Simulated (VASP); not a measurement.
# Ni (Fm-3m) in VASP: a series of runs

Runs on Ni. Level: PBE. Tasks: single point.

Everything below comes from runs of VASP 6.6.1. Logs are shortened: lines on timing, memory, paths and dates and some standing lists are left out, and cuts for length are marked.

### Step 1. The cell of the first run

It takes space group Fm-3m (No. 225, cubic). The conventional cell has a = 3.519 Å, b = 3.519 Å, c = 3.519 Å, α = 90.00°, β = 90.00°, γ = 90.00°. Ni (site symmetry m-3m) has 12 Ni at 2.49 Å within 3.3 Å.

### Step 2. Single point, PBE, collinear spin, ferromagnetic start

The input, INCAR:

```
ALGO = Normal
EDIFF = 1E-6
ENCUT = 520
GGA = PE
ISIF = 2
ISMEAR = 0
ISPIN = 2
LASPH = T
LCHARG = F
LMAXMIX = 4
LORBIT = 11
LREAL = F
LWAVE = F
MAGMOM = 0.81
NBANDS = 15
NELM = 150
PREC = Accurate
SIGMA = 0.1
```

The input, KPOINTS:

```
k-points
0
Gamma
  20 20 20
```

The input, POSCAR:

```
Ni
1.0
    0.0000000000      1.7592606538      1.7592606538
    1.7592606538      0.0000000000      1.7592606538
    1.7592606538      1.7592606538      0.0000000000
Ni
1
Direct
    0.0000000000      0.0000000000      0.0000000000
```

Potentials or basis: VASP PAW PBE potentials, release 64 (Ni).

Run with:

```sh
$ cat potpaw_PBE.64/Ni/POTCAR > POTCAR
$ mpirun -np 1 vasp_std > vasp.out
```

OUTCAR:

```text
EDIFF = 1E-6
   ENCUT = 520
   GGA = PE
   ISIF = 2
   ISMEAR = 0
   ISPIN = 2
   LASPH = T
   LORBIT = 11
   LREAL = F
   NELM = 150
   PREC = Accurate

 ion  position               nearest neighbor table
   1  0.000  0.000  0.000-

  LATTYP: Found a face centered cubic cell.
 ALAT       =     3.5185213076

  Lattice vectors:

 A1 = (   0.0000000000,   1.7592606538,   1.7592606538)
 A2 = (   1.7592606538,   0.0000000000,   1.7592606538)
 A3 = (   1.7592606538,   1.7592606538,   0.0000000000)

Analysis of symmetry for initial positions (statically):
=====================================================================
 Subroutine PRICEL returns:
 Original cell was already a primitive cell.

 Routine SETGRP: Setting up the symmetry group for a
 face centered cubic supercell.

 Subroutine GETGRP returns: Found 48 space group operations
 (whereof 48 operations were pure point group operations)
 out of a pool of 48 trial point group operations.

The static configuration has the point symmetry O_h .

Analysis of symmetry for dynamics (positions and initial velocities):
=====================================================================
 Subroutine PRICEL returns:
 Original cell was already a primitive cell.

 Routine SETGRP: Setting up the symmetry group for a
 face centered cubic supercell.

 Subroutine GETGRP returns: Found 48 space group operations
 (whereof 48 operations were pure point group operations)
 out of a pool of 48 trial point group operations.

The dynamic configuration has the point symmetry O_h .

Analysis of structural, dynamic, and magnetic symmetry:
=====================================================================
 Subroutine PRICEL returns:
 Original cell was already a primitive cell.

 Routine SETGRP: Setting up the symmetry group for a
 face centered cubic supercell.

 Subroutine GETGRP returns: Found 48 space group operations
 (whereof 48 operations were pure point group operations)
 out of a pool of 48 trial point group operations.

The overall configuration has the point symmetry O_h .

 Subroutine INISYM returns: Found 48 space group operations
 (whereof 48 operations are pure point group operations),
 and found     1 'primitive' translations

----------------------------------------------------------------------------------------

                                     Primitive cell

  volume of cell :      10.8898

  direct lattice vectors                    reciprocal lattice vectors
     0.000000000  1.759260654  1.759260654    -0.284210301  0.284210301  0.284210301
     1.759260654  0.000000000  1.759260654     0.284210301 -0.284210301  0.284210301
     1.759260654  1.759260654  0.000000000     0.284210301  0.284210301 -0.284210301

  length of vectors
     2.487970276  2.487970276  2.487970276     0.492266681  0.492266681  0.492266681

  position of ions in fractional coordinates (direct lattice)
     0.000000000  0.000000000  0.000000000

  ion indices of the primitive-cell ions
   primitive index   ion index
                 1           1

----------------------------------------------------------------------------------------

 KPOINTS: k-points

Automatic generation of k-mesh.
 Grid dimensions read from file:
 generate k-points for:   20   20   20

 Generating k-lattice:

  Cartesian coordinates                     Fractional coordinates (reciprocal lattice)
    -0.014210515  0.014210515  0.014210515     0.050000000  0.000000000  0.000000000
     0.014210515 -0.014210515  0.014210515     0.000000000  0.050000000  0.000000000
     0.014210515  0.014210515 -0.014210515     0.000000000  0.000000000  0.050000000

  Length of vectors
     0.024613334  0.024613334  0.024613334

  Shift w.r.t. Gamma in fractional coordinates (k-lattice)
     0.000000000  0.000000000  0.000000000

 Subroutine IBZKPT returns following result:
 ===========================================

 Found    256 irreducible k-points:

 Following reciprocal coordinates:
            Coordinates               Weight
  0.000000  0.000000  0.000000      1.000000
  0.050000  0.000000  0.000000      8.000000
  0.100000  0.000000  0.000000      8.000000
  0.150000  0.000000  0.000000      8.000000
  0.200000  0.000000  0.000000      8.000000
  0.250000  0.000000  0.000000      8.000000
[... 16 lines left out ...]
 -0.400000  0.050000  0.000000     24.000000
 -0.350000  0.050000  0.000000     24.000000
 [... further k-points ...]
   k-points           NKPTS =    256   k-points in BZ     NKDIM =    256   number of bands    NBANDS=     15
   number of dos      NEDOS =    301   number of ions     NIONS =      1
   total plane-waves  NPLWV =   8000
   dimension x,y,z NGX =    20 NGY =   20 NGZ =   20
   dimension x,y,z NGXF=    40 NGYF=   40 NGZF=   40
   ions per type =               1
   NGX,Y,Z   is equivalent  to a cutoff of  13.36, 13.36, 13.36 a.u.
   NGXF,Y,Z  is equivalent  to a cutoff of  26.73, 26.73, 26.73 a.u.
 SYSTEM =  unknown system
   PREC   = accura    normal or accurate (medium, high low for compatibility)
   ISTART =      0    job   : 0-new  1-cont  2-samecut
   ICHARG =      2    charge: 1-file 2-atom 10-const
   ISPIN  =      2    spin polarized calculation?
   LNONCOLLINEAR =      F non collinear calculations
   LSORBIT =      F    spin-orbit coupling
   LASPH  =      T    aspherical Exc in radial PAW
   ENCUT  =  520.0 eV  38.22 Ry    6.18 a.u.   4.63  4.63  4.63*2*pi/ulx,y,z
   NELM   =    150;   NELMIN=  2; NELMDL= -5     # of ELM steps
   EDIFF  = 0.1E-05   stopping-criterion for ELM
   LREAL  =      F    real-space projection
   EDIFFG = 0.1E-04   stopping-criterion for IOM
   NSW    =      0    number of steps for IOM
   IBRION =     -1    ionic relax: 0-MD 1-quasi-New 2-CG
   NFREE  =      0    steps in history (QN), initial steepest desc. (CG)
   ISIF   =      2    stress and relaxation
   ISYM   =      2    0-nonsym 1-usesym 2-fastsym
   POTIM  = 0.5000    time-step for ionic-motion
   TEBEG  =    0.0;   TEEND  =   0.0 temperature during run
   PSTRESS=    0.0 pullay stress
   NELECT =      10.0000    total number of electrons
   NUPDOWN=      -1.0000    fix difference up-down
   EMIN   =  10.00;   EMAX   =-10.00  energy-range for DOS
   EFERMI =   0.00;   METHOD = LEGACY
   ISMEAR =     0;   SIGMA  =   0.10  broadening in eV -4-tet -1-fermi 0-gaus
   EFERMI_NEDOS =   21; number of points for ismear=-14 and -15
   IALGO  =     38    algorithm
   IMIX   =      4    mixing-type and parameters
     AMIX     =   0.40;   BMIX     =  1.00
     AMIX_MAG =   1.60;   BMIX_MAG =  1.00
  volume/ion in A,a.u.               =      10.89        73.49
  Fermi-wavevector in a.u.,A,eV,Ry     =   1.591236  3.007000 34.450394  2.532033
  Thomas-Fermi vector in A             =   2.689808
   LORBIT       =     11    0 simple, 1 ext, 2 COOP (PROOUT), +10 PAW based schemes
   GGA     = PE    functional components
   LHFCALC =     F    Hartree Fock is set to
   AEXX    =    0.0000 exact exchange contribution
   IVDW    =     0    specifies the selected vdW correction
   LEPSILON=     F    determine dielectric tensor
   LRPA    =     F    only Hartree local field effects (RPA)
 spin polarized calculation
 Gauss-broadening in eV      SIGMA  =   0.10
  energy-cutoff  :      520.00
  volume of cell :       10.89
 maximum number of plane-waves:       305
   NGX =  9   NGY =  9   NGZ =  9

 number of electron      10.0000009 magnetization       0.6274572

 Free energy of the ion-electron system (eV)
  ---------------------------------------------------
  ext. energy  EPLUGINS =         0.00000000
  ---------------------------------------------------
  free energy    TOTEN  =        -5.47513405 eV

  energy without entropy =       -5.46635855  energy(sigma->0) =       -5.47074630

 E-fermi :   9.3646     XC(G=0): -13.2502

 val. band max:        9.3639094230   @ k =  -0.4500   0.5000   0.0500
 cond. band min:       9.3646303433   @ k =   0.4000   0.0000   0.0000
 fundamental gap:      0.0007209203
 Fermi energy:         9.3645937067

 spin component 1

 k-point     1 :       0.0000    0.0000    0.0000
  band No.  band energies     occupation
      1       0.3604      1.00000
      2       6.9282      1.00000
      3       6.9282      1.00000
      4       6.9282      1.00000
      5       8.1056      1.00000
      6       8.1056      1.00000
      7      33.0810      0.00000
      8      36.9339      0.00000
      9      36.9339      0.00000
     10      36.9339      0.00000
     11      39.8679      0.00000
     12      39.8679      0.00000
     13      39.8679      0.00000
     14      42.8369      0.00000
     15      49.1226      0.00000
[... 397 lines left out ...]
 k-point    24 :      -0.3500    0.0500    0.0000
  band No.  band energies     occupation
      1       4.1861      1.00000
      2       7.0161      1.00000
      3       7.0708      1.00000
      4       7.1916      1.00000
      5       8.4348      1.00000
      6       8.7842      1.00000
      7      18.4971      0.00000
      8      31.0390      0.00000
      9      33.4031      0.00000
     10      35.2618      0.00000
     11      37.2432      0.00000
     12      39.0813      0.00000
     13      43.3008      0.00000
     14      49.9769      0.00000
     15      51.5608      0.00000

 [... further k-points ...]

 spin component 2

 k-point     1 :       0.0000    0.0000    0.0000
  band No.  band energies     occupation
      1       0.3236      1.00000
      2       7.6846      1.00000
      3       7.6846      1.00000
      4       7.6846      1.00000
      5       8.6908      1.00000
      6       8.6908      1.00000
      7      32.9158      0.00000
      8      36.9131      0.00000
      9      36.9131      0.00000
     10      36.9131      0.00000
     11      39.9679      0.00000
     12      39.9679      0.00000
     13      39.9679      0.00000
     14      42.7118      0.00000
     15      49.3198      0.00000
[... 397 lines left out ...]
 k-point    24 :      -0.3500    0.0500    0.0000
  band No.  band energies     occupation
      1       4.4001      1.00000
      2       7.5526      1.00000
      3       7.6622      1.00000
      4       7.7034      1.00000
      5       9.1657      0.99754
      6       9.4785      0.05359
      7      18.7403      0.00000
      8      31.0048      0.00000
      9      33.4008      0.00000
     10      35.3647      0.00000
     11      37.2704      0.00000
     12      39.0993      0.00000
     13      43.3622      0.00000
     14      50.0484      0.00000
     15      51.7777      0.00000

 [... further k-points ...]
[... 5 lines left out ...]
  --------------------------------------------------------------------------------------
  -------------------------------------------------------------------------------------
  Total       -0.0009659     -0.0009659     -0.0009659      0.0000000      0.0000000      0.0000000
  in kB       -0.1421074     -0.1421074     -0.1421074      0.0000000      0.0000000      0.0000000
  external PRESSURE =      -0.1421074 kB  Pullay stress =       0.0000000 kB

 VOLUME and BASIS-vectors are now :
 -----------------------------------------------------------------------------
  energy-cutoff  :      520.00
  volume of cell :       10.89
      direct lattice vectors                 reciprocal lattice vectors
     0.000000000  1.759260654  1.759260654    -0.284210301  0.284210301  0.284210301
     1.759260654  0.000000000  1.759260654     0.284210301 -0.284210301  0.284210301
     1.759260654  1.759260654  0.000000000     0.284210301  0.284210301 -0.284210301

 POSITION                                       TOTAL-FORCE (eV/Angst)
 -----------------------------------------------------------------------------------
      0.00000      0.00000      0.00000        -0.000000      0.000000      0.000000
 -----------------------------------------------------------------------------------
    total drift:                                0.000000      0.000000      0.000000

  FREE ENERGIE OF THE ION-ELECTRON SYSTEM (eV)
  ---------------------------------------------------
  free  energy   TOTEN  =        -5.4751340477 eV

  energy  without entropy=       -5.4663585456  energy(sigma->0) =       -5.47074630

 total charge

# of ion       s       p       d       tot
------------------------------------------
    1        0.497   0.497   8.314   9.308

 magnetization (x)

# of ion       s       p       d       tot
------------------------------------------
    1       -0.007  -0.025   0.672   0.640
```

Wall time 55 s (1 thread of Intel Xeon Platinum 8488C (Sapphire Rapids), shared host); peak memory 0.18 GiB.

What came out:

```yaml
Free_energy: -5.4751 eV
Pressure: 0.0 GPa
Net_moment: 0.63 μB per cell
Site_moments: Ni +0.64 μB
Valence_electrons_inside_the_program's_atomic_spheres: Ni 9.31
```

Levels at points of the mesh, in eV from the Fermi level:
Spin up:
| k point | band 1 | band 2 | band 3 | band 4 | band 5 | band 6 | band 7 | band 8 | band 9 | band 10 |
| --- | --- | --- | --- | --- | --- | --- | --- | --- | --- | --- |
| (0.00, 0.00, 0.00) | -9.00 | -2.44 | -2.44 | -2.44 | -1.26 | -1.26 | 23.72 | 27.57 | 27.57 | 27.57 |
| (0.50, 0.00, 0.00) | -4.83 | -2.42 | -2.42 | -0.61 | -0.61 | -0.29 | 5.65 | 22.21 | 24.66 | 24.66 |
| (0.50, 0.50, 0.00) | -4.64 | -4.19 | -0.55 | -0.48 | -0.48 | 2.45 | 9.21 | 14.82 | 14.82 | 19.71 |
Spin down:
| k point | band 3 | band 4 | band 5 | band 6 | band 7 | band 8 |
| --- | --- | --- | --- | --- | --- | --- |
| (0.00, 0.00, 0.00) | -1.68 | -1.68 | -0.67 | -0.67 | 23.55 | 27.55 |
| (0.50, 0.00, 0.00) | -1.80 | -0.35 | 0.15 | 0.15 | 6.08 | 22.06 |
| (0.50, 0.50, 0.00) | 0.06 | 0.39 | 0.39 | 2.40 | 9.45 | 14.82 |

### Step 3. Single point, PBE, collinear spin, ferromagnetic start

This run uses another cell than the first one, of 10.03 Å³/atom, 0.921 times its volume.

The input, INCAR:

```
SYSTEM = Ni
PREC = Accurate
ENCUT = 520
EDIFF = 1E-7
ISMEAR = 0
SIGMA = 0.1
LREAL = .FALSE.
LASPH = .TRUE.
NELM = 150
ALGO = Normal
ISIF = 2
LWAVE = .FALSE.
LCHARG = .FALSE.
ISPIN = 2
MAGMOM = 0.74
LORBIT = 11
LMAXMIX = 4
GGA = PE
NBANDS = 15
```

The input, KPOINTS:

```
regular mesh
0
G
  20 20 20
  0 0 0
```

The input, POSCAR:

```
Ni
1.0
    0.0000000000      1.7118479960      1.7118479960
    1.7118479960      0.0000000000      1.7118479960
    1.7118479960      1.7118479960      0.0000000000
Ni
1
Direct
    0.0000000000      0.0000000000      0.0000000000
```

Potentials or basis: VASP PAW PBE potentials, release 64 (Ni).

Run with:

```sh
$ cat potpaw_PBE.64/Ni/POTCAR > POTCAR
$ mpirun -np 1 vasp_std > vasp.out
```

It took 43 s on 1 thread of Intel Xeon 6975P-C (Granite Rapids), shared host; peak memory 0.17 GiB.

Results (log left out):

```yaml
Free_energy: -5.4269 eV
Pressure: 19.6 GPa
Net_moment: 0.62 μB per cell
Site_moments: Ni +0.62 μB
Valence_electrons_inside_the_program's_atomic_spheres: Ni 9.47
```

Levels at points of the mesh, in eV from the Fermi level:
Spin up:
| k point | band 1 | band 2 | band 3 | band 4 | band 5 | band 6 | band 7 | band 8 | band 9 | band 10 |
| --- | --- | --- | --- | --- | --- | --- | --- | --- | --- | --- |
| (0.00, 0.00, 0.00) | -9.59 | -2.65 | -2.65 | -2.65 | -1.33 | -1.33 | 24.41 | 28.91 | 28.91 | 28.91 |
| (0.50, 0.00, 0.00) | -5.30 | -2.64 | -2.64 | -0.58 | -0.58 | -0.45 | 6.27 | 22.86 | 26.12 | 26.12 |
| (0.50, 0.50, 0.00) | -5.16 | -4.64 | -0.53 | -0.43 | -0.43 | 2.50 | 9.97 | 15.60 | 15.60 | 20.78 |
Spin down:
```
           k point  band 3  band 4  band 5  band 6  band 7  band 8
(0.00, 0.00, 0.00)   -1.91   -1.91   -0.75   -0.75   24.26   28.89
(0.50, 0.00, 0.00)   -2.04   -0.50    0.17    0.17    6.70   22.73
(0.50, 0.50, 0.00)    0.08    0.43    0.43    2.47   10.22   15.61
```

### Step 4. Single point, PBE, collinear spin, ferromagnetic start

This run uses another cell than the first one, of 10.41 Å³/atom, 0.956 times its volume.

The input, INCAR:

```
ALGO = Normal
EDIFF = 1E-7
ENCUT = 520
GGA = PE
ISIF = 2
ISMEAR = 0
ISPIN = 2
LASPH = True
LCHARG = False
LMAXMIX = 4
LORBIT = 11
LREAL = False
LWAVE = False
MAGMOM = 0.74
NBANDS = 15
NELM = 150
PREC = Accurate
SIGMA = 0.1
```

The input, KPOINTS:

```
k-points
0
Gamma
  20 20 20
```

The input, POSCAR:

```
Ni
1.0
    0.0000000000      1.7331641555      1.7331641555
    1.7331641555      0.0000000000      1.7331641555
    1.7331641555      1.7331641555      0.0000000000
Ni
1
Direct
    0.0000000000      0.0000000000      0.0000000000
```

Run with:

```sh
$ cat potpaw_PBE.64/Ni/POTCAR > POTCAR
$ mpirun -np 1 vasp_std > vasp.out
```

Run time: 44 s. Hardware: 1 thread of Intel Xeon 6975P-C (Granite Rapids), shared host; peak memory 0.16 GiB.

It converged, with:

* Free energy: -5.4613 eV
* Pressure: 9.8 GPa
* Net moment: 0.62 μB per cell
* Site moments: Ni +0.63 μB
* Valence electrons inside the program's atomic spheres: Ni 9.39

Levels at points of the mesh, in eV from the Fermi level:
Spin up:
| k point | band 3 | band 4 | band 5 | band 6 | band 7 | band 8 |
| --- | --- | --- | --- | --- | --- | --- |
| (0.00, 0.00, 0.00) | -2.55 | -2.55 | -1.30 | -1.30 | 24.10 | 28.30 |
| (0.50, 0.00, 0.00) | -2.54 | -0.59 | -0.59 | -0.38 | 5.98 | 22.56 |
| (0.50, 0.50, 0.00) | -0.54 | -0.45 | -0.45 | 2.47 | 9.62 | 15.24 |
Spin down:
```tsv
k point	band 3	band 4	band 5	band 6	band 7	band 8
(0.00, 0.00, 0.00)	-1.80	-1.80	-0.72	-0.72	23.94	28.28
(0.50, 0.00, 0.00)	-1.92	-0.43	0.16	0.16	6.41	22.43
(0.50, 0.50, 0.00)	0.07	0.41	0.41	2.44	9.86	15.25
```

### Step 5. Single point, PBE, collinear spin, ferromagnetic start

This run uses another cell than the first one, of 10.63 Å³/atom, 0.976 times its volume.

The input, INCAR:

```
SYSTEM = Ni
PREC     = Accurate       ! precision mode
ENCUT    = 520            ! plane-wave cutoff, eV
EDIFF    = 1E-7           ! SCF threshold, eV
ISMEAR   = 0              ! smearing method
SIGMA    = 0.1            ! smearing width, eV
LREAL    = .False.        ! projectors in reciprocal space
LASPH    = .True.         ! aspherical terms in the spheres
NELM     = 150            ! most SCF steps
ALGO     = Normal         ! electronic algorithm
ISIF     = 2              ! what is computed and relaxed
LWAVE    = .False.        ! write WAVECAR
LCHARG   = .False.        ! write CHGCAR
ISPIN    = 2              ! spin polarisation
MAGMOM   = 0.74           ! initial moments
LORBIT   = 11             ! projections on sites
LMAXMIX  = 4              ! l up to which the mixer works
GGA      = PE             ! functional
NBANDS   = 15             ! bands
```

The input, KPOINTS:

```
Automatic mesh
0
Gamma
  20 20 20
  0 0 0
```

The input, POSCAR:

```
Ni
1.0
    0.0000000000      1.7453470937      1.7453470937
    1.7453470937      0.0000000000      1.7453470937
    1.7453470937      1.7453470937      0.0000000000
Ni
1
Direct
    0.0000000000      0.0000000000      0.0000000000
```

Run with:

```sh
$ cat potpaw_PBE.64/Ni/POTCAR > POTCAR
$ mpirun -np 1 vasp_std > vasp.out
```

Wall time 36 s (1 thread of Intel Xeon 6975P-C (Granite Rapids), shared host); peak memory 0.16 GiB.

It converged, with:

```yaml
Free_energy: -5.4713 eV
Pressure: 4.9 GPa
Net_moment: 0.62 μB per cell
Site_moments: Ni +0.64 μB
Valence_electrons_inside_the_program's_atomic_spheres: Ni 9.35
```

Levels at points of the mesh, in eV from the Fermi level:
Spin up:
| k point | band 1 | band 2 | band 3 | band 4 | band 5 | band 6 | band 7 | band 8 | band 9 | band 10 |
| --- | --- | --- | --- | --- | --- | --- | --- | --- | --- | --- |
| (0.00, 0.00, 0.00) | -9.17 | -2.50 | -2.50 | -2.50 | -1.28 | -1.28 | 23.92 | 27.96 | 27.96 | 27.96 |
| (0.50, 0.00, 0.00) | -4.96 | -2.48 | -2.48 | -0.60 | -0.60 | -0.34 | 5.82 | 22.40 | 25.08 | 25.08 |
| (0.50, 0.50, 0.00) | -4.79 | -4.32 | -0.55 | -0.47 | -0.47 | 2.46 | 9.42 | 15.04 | 15.04 | 20.02 |
Spin down:
```csv
k point,band 1,band 2,band 3,band 4,band 5,band 6,band 7,band 8,band 9,band 10
"(0.00, 0.00, 0.00)",-9.21,-1.74,-1.74,-1.74,-0.70,-0.70,23.76,27.94,27.94,27.94
"(0.50, 0.00, 0.00)",-4.53,-1.86,-1.86,-0.40,0.15,0.15,6.25,22.25,25.16,25.16
"(0.50, 0.50, 0.00)",-4.45,-3.71,0.06,0.40,0.40,2.42,9.67,15.05,15.05,20.19
```

(Part 1 of 2 ends here.)
